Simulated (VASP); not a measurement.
# GaAs (I-4m2) in VASP: single point with PBE

Aim: the single point of GaAs with PBE.

Everything below comes from runs of VASP 6.6.1. Logs are shortened: lines on timing, memory, paths and dates and some standing lists are left out, and cuts for length are marked.

## 1. The cell of the first run

It takes space group I-4m2 (No. 119, tetragonal). The conventional cell has a = 3.933 Å, b = 3.933 Å, c = 5.841 Å, α = 90.00°, β = 90.00°, γ = 90.00°. Within 3.2 Å of Ga (site symmetry -4m2) lie 4 As at 2.45 Å. As (site symmetry -4m2) has 4 Ga at 2.45 Å within 3.2 Å.

## 2. Single point, PBE

File INCAR:

```
SYSTEM = GaAs
  ALGO = Normal
  EDIFF = 1E-6
  ENCUT = 520
  GGA = PE
  ISIF = 2
  ISMEAR = 0
  LASPH = .TRUE.
  LCHARG = .FALSE.
  LREAL = .FALSE.
  LWAVE = .FALSE.
  NBANDS = 16
  NELM = 80
  PREC = Accurate
  SIGMA = 0.05
```

File KPOINTS:

```
k-points
0
G
  12 12 12
  0 0 0
```

File POSCAR:

```
GaAs
1.0
    0.0000000000      2.7812476708      2.9203100543
    2.7812476708      0.0000000000      2.9203100543
    2.7812476708      2.7812476708      0.0000000000
Ga As
1 1
Direct
    0.0000000000      0.0000000000      0.0000000000
    0.7500000000      0.7500000000      0.7500000000
```

Potentials or basis: VASP PAW PBE potentials, release 64 (Ga_d, As).

On the command line:

```
$ cat potpaw_PBE.64/Ga_d/POTCAR potpaw_PBE.64/As/POTCAR > POTCAR
$ mpirun -np 1 vasp_std > vasp.out
```

OUTCAR:

```text
SYSTEM = GaAs
   EDIFF = 1E-6
   ENCUT = 520
   GGA = PE
   ISIF = 2
   ISMEAR = 0
   LASPH = .TRUE.
   LREAL = .FALSE.
   NELM = 80
   PREC = Accurate

 ion  position               nearest neighbor table
   1  0.000  0.000  0.000-   2 2.45   2 2.45   2 2.45   2 2.45
   2  0.750  0.750  0.750-   1 2.45   1 2.45   1 2.45   1 2.45

  LATTYP: Found a body centered tetragonal cell.
 ALAT       =     3.9332781764
 C/A-ratio  =     1.4849242405

  Lattice vectors:

 A1 = (  -2.7812476708,   0.0000000000,   2.9203100543)
 A2 = (   2.7812476708,   0.0000000000,   2.9203100543)
 A3 = (   0.0000000000,   2.7812476708,  -2.9203100543)

Analysis of symmetry for initial positions (statically):
=====================================================================
 Subroutine PRICEL returns:
 Original cell was already a primitive cell.

 Routine SETGRP: Setting up the symmetry group for a
 body centered tetragonal supercell.

 Subroutine GETGRP returns: Found  8 space group operations
 (whereof  8 operations were pure point group operations)
 out of a pool of 16 trial point group operations.

The static configuration has the point symmetry D_2d.

Analysis of symmetry for dynamics (positions and initial velocities):
=====================================================================
 Subroutine PRICEL returns:
 Original cell was already a primitive cell.

 Routine SETGRP: Setting up the symmetry group for a
 body centered tetragonal supercell.

 Subroutine GETGRP returns: Found  8 space group operations
 (whereof  8 operations were pure point group operations)
 out of a pool of 16 trial point group operations.

The dynamic configuration has the point symmetry D_2d.

 Subroutine INISYM returns: Found  8 space group operations
 (whereof  8 operations are pure point group operations),
 and found     1 'primitive' translations

----------------------------------------------------------------------------------------

                                     Primitive cell

  volume of cell :      45.1792

  direct lattice vectors                    reciprocal lattice vectors
     0.000000000  2.781247671  2.920310054    -0.179775431  0.179775431  0.171214697
     2.781247671  0.000000000  2.920310054     0.179775431 -0.179775431  0.171214697
     2.781247671  2.781247671  0.000000000     0.179775431  0.179775431 -0.171214697

  length of vectors
     4.032809123  4.032809123  3.933278176     0.306517347  0.306517347  0.306517347

  position of ions in fractional coordinates (direct lattice)
     0.000000000  0.000000000  0.000000000
     0.750000000  0.750000000  0.750000000

  ion indices of the primitive-cell ions
   primitive index   ion index
                 1           1
                 2           2

----------------------------------------------------------------------------------------

 KPOINTS: k-points

Automatic generation of k-mesh.
 Grid dimensions read from file:
 generate k-points for:   12   12   12

 Generating k-lattice:

  Cartesian coordinates                     Fractional coordinates (reciprocal lattice)
    -0.014981286  0.014981286  0.014267891     0.083333333  0.000000000  0.000000000
     0.014981286 -0.014981286  0.014267891     0.000000000  0.083333333  0.000000000
     0.014981286  0.014981286 -0.014267891     0.000000000  0.000000000  0.083333333

  Length of vectors
     0.025543112  0.025543112  0.025543112

  Shift w.r.t. Gamma in fractional coordinates (k-lattice)
     0.000000000  0.000000000  0.000000000

 Subroutine IBZKPT returns following result:
 ===========================================

 Found    163 irreducible k-points:

 Following reciprocal coordinates:
            Coordinates               Weight
  0.000000  0.000000  0.000000      1.000000
  0.083333  0.000000  0.000000      8.000000
  0.166667 -0.000000  0.000000      8.000000
  0.250000  0.000000  0.000000      8.000000
  0.333333  0.000000  0.000000      8.000000
  0.416667  0.000000  0.000000      8.000000
[... 16 lines left out ...]
  0.500000  0.166667  0.000000      8.000000
 -0.416667  0.166667  0.000000      8.000000
 [... further k-points ...]
   k-points           NKPTS =    163   k-points in BZ     NKDIM =    163   number of bands    NBANDS=     16
   number of dos      NEDOS =    301   number of ions     NIONS =      2
   total plane-waves  NPLWV =  27000
   dimension x,y,z NGX =    30 NGY =   30 NGZ =   30
   dimension x,y,z NGXF=    60 NGYF=   60 NGZF=   60
   ions per type =               1   1
   NGX,Y,Z   is equivalent  to a cutoff of  12.37, 12.37, 12.68 a.u.
   NGXF,Y,Z  is equivalent  to a cutoff of  24.73, 24.73, 25.36 a.u.
 SYSTEM =  GaAs
   PREC   = accura    normal or accurate (medium, high low for compatibility)
   ISTART =      0    job   : 0-new  1-cont  2-samecut
   ICHARG =      2    charge: 1-file 2-atom 10-const
   ISPIN  =      1    spin polarized calculation?
   LNONCOLLINEAR =      F non collinear calculations
   LSORBIT =      F    spin-orbit coupling
   LASPH  =      T    aspherical Exc in radial PAW
   ENCUT  =  520.0 eV  38.22 Ry    6.18 a.u.   7.50  7.50  7.31*2*pi/ulx,y,z
   NELM   =     80;   NELMIN=  2; NELMDL= -5     # of ELM steps
   EDIFF  = 0.1E-05   stopping-criterion for ELM
   LREAL  =      F    real-space projection
   EDIFFG = 0.1E-04   stopping-criterion for IOM
   NSW    =      0    number of steps for IOM
   IBRION =     -1    ionic relax: 0-MD 1-quasi-New 2-CG
   NFREE  =      0    steps in history (QN), initial steepest desc. (CG)
   ISIF   =      2    stress and relaxation
   ISYM   =      2    0-nonsym 1-usesym 2-fastsym
   POTIM  = 0.5000    time-step for ionic-motion
   TEBEG  =    0.0;   TEEND  =   0.0 temperature during run
   PSTRESS=    0.0 pullay stress
   NELECT =      18.0000    total number of electrons
   NUPDOWN=      -1.0000    fix difference up-down
   EMIN   =  10.00;   EMAX   =-10.00  energy-range for DOS
   EFERMI =   0.00;   METHOD = LEGACY
   ISMEAR =     0;   SIGMA  =   0.05  broadening in eV -4-tet -1-fermi 0-gaus
   EFERMI_NEDOS =   21; number of points for ismear=-14 and -15
   IALGO  =     38    algorithm
   IMIX   =      4    mixing-type and parameters
     AMIX     =   0.40;   BMIX     =  1.00
     AMIX_MAG =   1.60;   BMIX_MAG =  1.00
  volume/ion in A,a.u.               =      22.59       152.44
  Fermi-wavevector in a.u.,A,eV,Ry     =   1.204628  2.276417 19.743799  1.451128
  Thomas-Fermi vector in A             =   2.340347
   LORBIT       =      0    0 simple, 1 ext, 2 COOP (PROOUT), +10 PAW based schemes
   GGA     = PE    functional components
   LHFCALC =     F    Hartree Fock is set to
   AEXX    =    0.0000 exact exchange contribution
   IVDW    =     0    specifies the selected vdW correction
   LEPSILON=     F    determine dielectric tensor
   LRPA    =     F    only Hartree local field effects (RPA)
 non-spin polarized calculation
 Gauss-broadening in eV      SIGMA  =   0.05
  energy-cutoff  :      520.00
  volume of cell :       45.18
 maximum number of plane-waves:      1243
 NGX is ok and might be reduce to    30
   NGX = 15   NGY = 15   NGZ = 15

 number of electron      18.0000001 magnetization

 Free energy of the ion-electron system (eV)
  ---------------------------------------------------
  ext. energy  EPLUGINS =         0.00000000
  ---------------------------------------------------
  free energy    TOTEN  =        -8.23784681 eV

  energy without entropy =       -8.23784681  energy(sigma->0) =       -8.23784681

 E-fermi :   4.2282     XC(G=0):  -9.5913

 val. band max:        4.0309140915   @ k =   0.0000   0.0000   0.0000
 cond. band min:       4.4319858862   @ k =   0.0000   0.0000   0.0000
 fundamental gap:      0.4010717948
 Fermi energy:         4.2282221038

 k-point     1 :       0.0000    0.0000    0.0000
  band No.  band energies     occupation
      1     -10.8844      2.00000
      2     -10.8718      2.00000
      3     -10.8718      2.00000
      4     -10.8012      2.00000
      5     -10.7942      2.00000
      6      -8.7895      2.00000
[... 8 lines left out ...]
     15      13.5264      0.00000
     16      14.5369      0.00000

 k-point     2 :       0.0833    0.0000    0.0000
  band No.  band energies     occupation
      1     -10.8863      2.00000
      2     -10.8745      2.00000
      3     -10.8702      2.00000
      4     -10.8015      2.00000
      5     -10.7941      2.00000
      6      -8.7076      2.00000
[... 8 lines left out ...]
     15      13.0718      0.00000
     16      13.9185      0.00000

 k-point     3 :       0.1667   -0.0000    0.0000
  band No.  band energies     occupation
      1     -10.8992      2.00000
      2     -10.8734      2.00000
      3     -10.8660      2.00000
      4     -10.8019      2.00000
      5     -10.7936      2.00000
      6      -8.4691      2.00000
[... 8 lines left out ...]
     15      12.9972      0.00000
     16      13.2591      0.00000

 k-point     4 :       0.2500    0.0000    0.0000
  band No.  band energies     occupation
      1     -10.9190      2.00000
      2     -10.8686      2.00000
      3     -10.8609      2.00000
      4     -10.8021      2.00000
      5     -10.7923      2.00000
      6      -8.0971      2.00000
[... 8 lines left out ...]
     15      13.0953      0.00000
     16      13.1594      0.00000
[... 324 lines left out ...]
 k-point    22 :       0.4167    0.1667    0.0000
  band No.  band energies     occupation
      1     -10.9537      2.00000
      2     -10.8544      2.00000
      3     -10.8466      2.00000
      4     -10.7973      2.00000
      5     -10.7971      2.00000
      6      -7.2888      2.00000
[... 8 lines left out ...]
     15      14.7100      0.00000
     16      15.6008      0.00000

 k-point    23 :       0.5000    0.1667    0.0000
  band No.  band energies     occupation
      1     -10.9598      2.00000
      2     -10.8548      2.00000
      3     -10.8455      2.00000
      4     -10.7983      2.00000
      5     -10.7943      2.00000
      6      -6.9229      2.00000
[... 8 lines left out ...]
     15      15.3093      0.00000
     16      15.7224      0.00000

 k-point    24 :      -0.4167    0.1667    0.0000
  band No.  band energies     occupation
      1     -10.9598      2.00000
      2     -10.8558      2.00000
      3     -10.8463      2.00000
      4     -10.8008      2.00000
      5     -10.7916      2.00000
      6      -6.8411      2.00000
[... 8 lines left out ...]
     15      14.2747      0.00000
     16      14.9398      0.00000

 [... further k-points ...]

------------------------ aborting loop because EDIFF is reached ----------------------------------------

  FORCE on cell =-STRESS in cart. coord.  units (eV):
  Direction    XX          YY          ZZ          XY          YZ          ZX
  --------------------------------------------------------------------------------------
  -------------------------------------------------------------------------------------
  Total        1.2638064      1.2638064      0.3800191      0.0000000      0.0000000      0.0000000
  in kB       44.8180398     44.8180398     13.4765202      0.0000000      0.0000000      0.0000000
  external PRESSURE =      34.3708666 kB  Pullay stress =       0.0000000 kB

 VOLUME and BASIS-vectors are now :
 -----------------------------------------------------------------------------
  energy-cutoff  :      520.00
  volume of cell :       45.18
      direct lattice vectors                 reciprocal lattice vectors
     0.000000000  2.781247671  2.920310054    -0.179775431  0.179775431  0.171214697
     2.781247671  0.000000000  2.920310054     0.179775431 -0.179775431  0.171214697
     2.781247671  2.781247671  0.000000000     0.179775431  0.179775431 -0.171214697

 POSITION                                       TOTAL-FORCE (eV/Angst)
 -----------------------------------------------------------------------------------
      0.00000      0.00000      0.00000         0.000000      0.000000      0.000000
      4.17187      4.17187      4.38047         0.000000      0.000000     -0.000000
 -----------------------------------------------------------------------------------
    total drift:                               -0.000002     -0.000002     -0.000001

  FREE ENERGIE OF THE ION-ELECTRON SYSTEM (eV)
  ---------------------------------------------------
  free  energy   TOTEN  =        -8.2378468082 eV

  energy  without entropy=       -8.2378468082  energy(sigma->0) =       -8.23784681
```

It took 98 s on 1 thread of Intel Xeon Platinum 8375C at 2.90GHz (Ice Lake), shared host; peak memory 0.26 GiB.

What came out:

| Quantity | Value |
| --- | --- |
| Free energy | -8.2378 eV |
| Pressure | 3.4 GPa |
| Band gap on the k mesh | 0.40 eV, direct |

Levels at points of the mesh, in eV from the valence-band top:
| k point | band 7 | band 8 | band 9 | band 10 | band 11 | band 12 |
| --- | --- | --- | --- | --- | --- | --- |
| (0.00, 0.00, 0.00) | -0.30 | 0.00 | 0.00 | 0.40 | 3.60 | 3.60 |
| (0.50, 0.00, 0.00) | -6.73 | -1.44 | -1.03 | 0.86 | 4.42 | 4.71 |
| (0.50, 0.50, 0.00) | -7.11 | -2.55 | -2.55 | 1.58 | 1.86 | 10.04 |
| (0.50, 0.00, 0.50) | -6.81 | -2.89 | -2.86 | 1.27 | 1.41 | 9.80 |

 A k mesh can miss the band edges.
